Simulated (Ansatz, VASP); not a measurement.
MgTe in VASP and in Ansatz

```
Mg Te
1.0
     4.53186    0.00000    0.00000
    -2.26593    3.92471    0.00000
     0.00000    0.00000    7.38054
Mg Te
2 2
Direct
  0.33333 0.66667 0.99939
  0.66667 0.33333 0.49939
  0.33333 0.66667 0.37561
  0.66667 0.33333 0.87561
```

Change from the starting cell: hydrostatic strain -1.0%.

Alike in both runs: task single point; functional HSE06; k mesh 6 × 6 × 2; no spin polarisation.

|  | VASP | Ansatz |
| --- | --- | --- |
| version | VASP 6.6.1 | Ansatz 0.2.0 |
| potentials or method | VASP PAW PBE potentials, release 64 (Mg, Te) | plane waves, PAW |
| plane-wave cutoff (eV) | 520 | 420 |
| occupations | gaussian, width 0.01 eV | fixed |
| valence electrons in the cell | 16 | 52 |

```csv
,VASP,Ansatz,Ansatz less VASP
gap on the k mesh at the Fermi level (eV),3.35,3.47,+0.115
pressure (GPa),0.9,1.1,+0.18
```

VASP's potentials hold 16 valence electrons a cell and Ansatz's 52, so a difference there can come from the potentials and not from the codes. Ansatz's warnings: stress exchange threshold loose, stress scf threshold loose.

The k mesh is coarse, so the values compare programs but aren't converged. Neither program's run includes spin-orbit coupling.
